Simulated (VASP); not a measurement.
# Lu (P6_3/mmc) in VASP: single point with r2SCAN

Aim: the single point of Lu with r2SCAN.

Program: VASP 6.6.1. These are calculated values, not measurements. Logs are shortened: lines on timing, memory, paths and dates and some standing lists are left out, and cuts for length are marked.

## Step 1: The cell of the first run

It takes space group P6_3/mmc (No. 194, hexagonal). The conventional cell has a = 3.503 Å, b = 3.503 Å, c = 5.551 Å, α = 90.00°, β = 90.00°, γ = 120.00°. Within 4.5 Å of Lu (site symmetry -6m2) lie 12 Lu at 3.43 to 3.50 Å.

## Step 2: Single point, r2SCAN

POSCAR reads:

```
Lu
1.0
    3.5031000000      0.0000000000      0.0000000000
   -1.7515500000      3.0337740000      0.0000000000
    0.0000000000      0.0000000000      5.5509000000
Lu
2
Direct
    0.3333333333      0.6666666667      0.2500000000
    0.6666666667      0.3333333333      0.7500000000
```

INCAR.step1 reads:

```
SYSTEM = Lu
PREC = Accurate ; ENCUT = 520
ISMEAR = 0 ; SIGMA = 0.05
LREAL = .FALSE. ; LASPH = .TRUE.
NELM = 80 ; NBANDS = 32
GGA = PE ; ALGO = Normal
EDIFF = 1E-4 ; LWAVE = .TRUE.
LCHARG = .FALSE.
```

INCAR.step2 reads:

```
SYSTEM = Lu
PREC = Accurate ; ENCUT = 520
EDIFF = 1E-7 ; ISMEAR = 0
SIGMA = 0.05 ; LREAL = .FALSE.
LASPH = .TRUE. ; NELM = 80
ALGO = Normal ; ISIF = 2
LWAVE = .FALSE. ; LCHARG = .FALSE.
METAGGA = R2SCAN ; LMIXTAU = .TRUE.
NBANDS = 32 ; ISTART = 1
```

KPOINTS reads:

```
regular mesh
0
G
  7 7 4
  0 0 0
```

Potentials or basis: VASP PAW PBE potentials, release 64 (Lu).

Run with:

```bash
$ cat potpaw_PBE.64/Lu/POTCAR > POTCAR
$ cp INCAR.step1 INCAR
$ mpirun -np 1 vasp_std > vasp.out
$ cp INCAR.step2 INCAR
$ mpirun -np 1 vasp_std > vasp.out
```

OUTCAR:

```text
SYSTEM = Lu
   PREC = Accurate
   ENCUT = 520
   EDIFF = 1E-7
   ISMEAR = 0
   LREAL = .FALSE.
   LASPH = .TRUE.
   NELM = 80
   ISIF = 2
   METAGGA = R2SCAN
   ISTART = 1

 ion  position               nearest neighbor table
   1  0.333  0.667  0.250-   2 3.43   2 3.43   2 3.43   2 3.43   2 3.43   2 3.43
   2  0.667  0.333  0.750-   1 3.43   1 3.43   1 3.43   1 3.43   1 3.43   1 3.43

  LATTYP: Found a hexagonal cell.
 ALAT       =     3.5031000000
 C/A-ratio  =     1.5845679541

  Lattice vectors:

 A1 = (   3.5031000000,   0.0000000000,   0.0000000000)
 A2 = (  -1.7515500000,   3.0337740000,   0.0000000000)
 A3 = (   0.0000000000,   0.0000000000,   5.5509000000)

Analysis of symmetry for initial positions (statically):
=====================================================================
 Subroutine PRICEL returns:
 Original cell was already a primitive cell.

 Routine SETGRP: Setting up the symmetry group for a
 hexagonal supercell.

 Subroutine GETGRP returns: Found 24 space group operations
 (whereof 12 operations were pure point group operations)
 out of a pool of 24 trial point group operations.

The static configuration has the point symmetry D_3d.
 The point group associated with its full space group is D_6h.

Analysis of symmetry for dynamics (positions and initial velocities):
=====================================================================
 Subroutine PRICEL returns:
 Original cell was already a primitive cell.

 Routine SETGRP: Setting up the symmetry group for a
 hexagonal supercell.

 Subroutine GETGRP returns: Found 24 space group operations
 (whereof 12 operations were pure point group operations)
 out of a pool of 24 trial point group operations.

The dynamic configuration has the point symmetry D_3d.
 The point group associated with its full space group is D_6h.

 Subroutine INISYM returns: Found 24 space group operations
 (whereof 12 operations are pure point group operations),
 and found     1 'primitive' translations

----------------------------------------------------------------------------------------

                                     Primitive cell

  volume of cell :      58.9928

  direct lattice vectors                    reciprocal lattice vectors
     3.503100000  0.000000000  0.000000000     0.285461448  0.164811222  0.000000000
    -1.751550000  3.033774000  0.000000000     0.000000000  0.329622444  0.000000000
     0.000000000  0.000000000  5.550900000     0.000000000  0.000000000  0.180150967

  length of vectors
     3.503100000  3.503100353  5.550900000     0.329622477  0.329622444  0.180150967

  position of ions in fractional coordinates (direct lattice)
     0.333333333  0.666666667  0.250000000
     0.666666667  0.333333333  0.750000000

  ion indices of the primitive-cell ions
   primitive index   ion index
                 1           1
                 2           2

----------------------------------------------------------------------------------------

 KPOINTS: regular mesh

Automatic generation of k-mesh.
 Grid dimensions read from file:
 generate k-points for:    7    7    4

 Generating k-lattice:

  Cartesian coordinates                     Fractional coordinates (reciprocal lattice)
     0.040780207  0.023544460  0.000000000     0.142857143  0.000000000  0.000000000
     0.000000000  0.047088921  0.000000000     0.000000000  0.142857143  0.000000000
     0.000000000  0.000000000  0.045037742     0.000000000  0.000000000  0.250000000

  Length of vectors
     0.047088925  0.047088921  0.045037742

  Shift w.r.t. Gamma in fractional coordinates (k-lattice)
     0.000000000  0.000000000  0.000000000

 Subroutine IBZKPT returns following result:
 ===========================================

 Found     24 irreducible k-points:

 Following reciprocal coordinates:
            Coordinates               Weight
  0.000000  0.000000  0.000000      1.000000
  0.142857  0.000000  0.000000      6.000000
  0.285714  0.000000  0.000000      6.000000
  0.428571  0.000000  0.000000      6.000000
  0.142857  0.142857  0.000000      6.000000
  0.285714  0.142857  0.000000     12.000000
[... 16 lines left out ...]
  0.428571  0.142857  0.500000      6.000000
  0.285714  0.285714  0.500000      6.000000
   k-points           NKPTS =     24   k-points in BZ     NKDIM =     24   number of bands    NBANDS=     32
   number of dos      NEDOS =    301   number of ions     NIONS =      2
   total plane-waves  NPLWV =  32928
   dimension x,y,z NGX =    28 NGY =   28 NGZ =   42
   dimension x,y,z NGXF=    56 NGYF=   56 NGZF=   84
   ions per type =               2
   NGX,Y,Z   is equivalent  to a cutoff of  13.29, 13.29, 12.58 a.u.
   NGXF,Y,Z  is equivalent  to a cutoff of  26.58, 26.58, 25.16 a.u.
 SYSTEM =  Lu
   PREC   = accura    normal or accurate (medium, high low for compatibility)
   ISTART =      1    job   : 0-new  1-cont  2-samecut
   ICHARG =      0    charge: 1-file 2-atom 10-const
   ISPIN  =      1    spin polarized calculation?
   LNONCOLLINEAR =      F non collinear calculations
   LSORBIT =      F    spin-orbit coupling
   LASPH  =      T    aspherical Exc in radial PAW
   ENCUT  =  520.0 eV  38.22 Ry    6.18 a.u.   6.51  6.51 10.32*2*pi/ulx,y,z
   NELM   =     80;   NELMIN=  2; NELMDL=  0     # of ELM steps
   EDIFF  = 0.1E-06   stopping-criterion for ELM
   LREAL  =      F    real-space projection
   EDIFFG = 0.1E-05   stopping-criterion for IOM
   NSW    =      0    number of steps for IOM
   IBRION =     -1    ionic relax: 0-MD 1-quasi-New 2-CG
   NFREE  =      0    steps in history (QN), initial steepest desc. (CG)
   ISIF   =      2    stress and relaxation
   ISYM   =      2    0-nonsym 1-usesym 2-fastsym
   POTIM  = 0.5000    time-step for ionic-motion
   TEBEG  =    0.0;   TEEND  =   0.0 temperature during run
   PSTRESS=    0.0 pullay stress
   NELECT =      50.0000    total number of electrons
   NUPDOWN=      -1.0000    fix difference up-down
   EMIN   =  10.00;   EMAX   =-10.00  energy-range for DOS
   EFERMI =   0.00;   METHOD = LEGACY
   ISMEAR =     0;   SIGMA  =   0.05  broadening in eV -4-tet -1-fermi 0-gaus
   EFERMI_NEDOS =   21; number of points for ismear=-14 and -15
   IALGO  =     38    algorithm
   IMIX   =      4    mixing-type and parameters
     AMIX     =   0.40;   BMIX     =  1.00
     AMIX_MAG =   1.60;   BMIX_MAG =  1.00
  volume/ion in A,a.u.               =      29.50       199.05
  Fermi-wavevector in a.u.,A,eV,Ry     =   1.549287  2.927727 32.657916  2.400289
  Thomas-Fermi vector in A             =   2.654115
   LORBIT       =      0    0 simple, 1 ext, 2 COOP (PROOUT), +10 PAW based schemes
   METAGGA = R2SCAN    functional components
   LHFCALC =     F    Hartree Fock is set to
   AEXX    =    0.0000 exact exchange contribution
   IVDW    =     0    specifies the selected vdW correction
   LEPSILON=     F    determine dielectric tensor
   LRPA    =     F    only Hartree local field effects (RPA)
 non-spin polarized calculation
 Gauss-broadening in eV      SIGMA  =   0.05
  energy-cutoff  :      520.00
  volume of cell :       58.99
 maximum number of plane-waves:      1640
 NGX is ok and might be reduce to    28
   NGX = 13   NGY = 13   NGZ = 21

 number of electron      49.9999998 magnetization

 Free energy of the ion-electron system (eV)
  ---------------------------------------------------
  ext. energy  EPLUGINS =         0.00000000
  ---------------------------------------------------
  free energy    TOTEN  =       -76.12339184 eV

  energy without entropy =      -76.12022441  energy(sigma->0) =      -76.12180813

 E-fermi :   2.1150     XC(G=0): -11.5312

 val. band max:        2.0580831855   @ k =   0.1429   0.1429   0.2500
 cond. band min:       2.1411777082   @ k =   0.2857   0.2857   0.5000
 fundamental gap:      0.0830945227
 Fermi energy:         2.1150152809

 k-point     1 :       0.0000    0.0000    0.0000
  band No.  band energies     occupation
      1     -55.7864      2.00000
      2     -55.7522      2.00000
      3     -26.0567      2.00000
      4     -25.6370      2.00000
      5     -25.6370      2.00000
      6     -25.5613      2.00000
[... 24 lines left out ...]
     31       5.9811      0.00000
     32       5.9811      0.00000

 k-point     2 :       0.1429    0.0000    0.0000
  band No.  band energies     occupation
      1     -55.7816      2.00000
      2     -55.7505      2.00000
      3     -26.0252      2.00000
      4     -25.7008      2.00000
      5     -25.6581      2.00000
      6     -25.6276      2.00000
[... 24 lines left out ...]
     31       5.5329      0.00000
     32       5.7832      0.00000

 k-point     3 :       0.2857    0.0000    0.0000
  band No.  band energies     occupation
      1     -55.7702      2.00000
      2     -55.7472      2.00000
      3     -25.9438      2.00000
      4     -25.8455      2.00000
      5     -25.7693      2.00000
      6     -25.7028      2.00000
[... 24 lines left out ...]
     31       6.5629      0.00000
     32       7.0306      0.00000

 k-point     4 :       0.4286    0.0000    0.0000
  band No.  band energies     occupation
      1     -55.7595      2.00000
      2     -55.7462      2.00000
      3     -25.9619      2.00000
      4     -25.8766      2.00000
      5     -25.8536      2.00000
      6     -25.7370      2.00000
[... 24 lines left out ...]
     31       8.2986      0.00000
     32       8.5238      0.00000

 k-point     5 :       0.1429    0.1429    0.0000
  band No.  band energies     occupation
      1     -55.7735      2.00000
      2     -55.7480      2.00000
      3     -25.9684      2.00000
      4     -25.7809      2.00000
      5     -25.7601      2.00000
      6     -25.6704      2.00000
[... 584 lines left out ...]
     31       7.4435      0.00000
     32       7.4435      0.00000

 k-point    22 :       0.2857    0.1429    0.5000
  band No.  band energies     occupation
      1     -55.7542      2.00000
      2     -55.7542      2.00000
      3     -25.9558      2.00000
      4     -25.9558      2.00000
      5     -25.7225      2.00000
      6     -25.7225      2.00000
[... 24 lines left out ...]
     31       7.9242      0.00000
     32       7.9242      0.00000

 k-point    23 :       0.4286    0.1429    0.5000
  band No.  band energies     occupation
      1     -55.7512      2.00000
      2     -55.7512      2.00000
      3     -25.9955      2.00000
      4     -25.9955      2.00000
      5     -25.7448      2.00000
      6     -25.7448      2.00000
[... 24 lines left out ...]
     31       8.3402      0.00000
     32       8.3402      0.00000

 k-point    24 :       0.2857    0.2857    0.5000
  band No.  band energies     occupation
      1     -55.7505      2.00000
      2     -55.7505      2.00000
      3     -25.9600      2.00000
      4     -25.9600      2.00000
      5     -25.8062      2.00000
      6     -25.8062      2.00000
[... 24 lines left out ...]
     31       8.0743      0.00000
     32       8.0743      0.00000

------------------------ aborting loop because EDIFF is reached ----------------------------------------

  FORCE on cell =-STRESS in cart. coord.  units (eV):
  Direction    XX          YY          ZZ          XY          YZ          ZX
  --------------------------------------------------------------------------------------
  -------------------------------------------------------------------------------------
  Total       -0.0949706     -0.0949706     -0.7600725      0.0000000     -0.0000000      0.0000000
  in kB       -2.5792923     -2.5792930    -20.6426963      0.0000000     -0.0000000      0.0000000
  external PRESSURE =      -8.6004272 kB  Pullay stress =       0.0000000 kB

 VOLUME and BASIS-vectors are now :
 -----------------------------------------------------------------------------
  energy-cutoff  :      520.00
  volume of cell :       58.99
      direct lattice vectors                 reciprocal lattice vectors
     3.503100000  0.000000000  0.000000000     0.285461448  0.164811222  0.000000000
    -1.751550000  3.033774000  0.000000000     0.000000000  0.329622444  0.000000000
     0.000000000  0.000000000  5.550900000     0.000000000  0.000000000  0.180150967

 POSITION                                       TOTAL-FORCE (eV/Angst)
 -----------------------------------------------------------------------------------
     -0.00000      2.02252      1.38773        -0.000000      0.000000      0.000000
      1.75155      1.01126      4.16318         0.000000      0.000000      0.000000
 -----------------------------------------------------------------------------------
    total drift:                               -0.000000      0.000000     -0.000000

  FREE ENERGIE OF THE ION-ELECTRON SYSTEM (eV)
  ---------------------------------------------------
  free  energy   TOTEN  =       -76.1233918413 eV

  energy  without entropy=      -76.1202244110  energy(sigma->0) =      -76.12180813
```

Wall time 2.6 min (1 thread of Intel Xeon Platinum 8488C (Sapphire Rapids), shared host); peak memory 0.2 GiB.

Results:

* Free energy: -76.1234 eV
* Pressure: -0.9 GPa
* Band gap on the k mesh: zero (band 25 reaches 3.39 eV, above the bottom of band 26 at 1.54 eV)

Caveat: the PAW data sets were made with another functional, which shifts forces and pressure a little; spin-orbit coupling is left out, which moves the levels of the heavy elements.
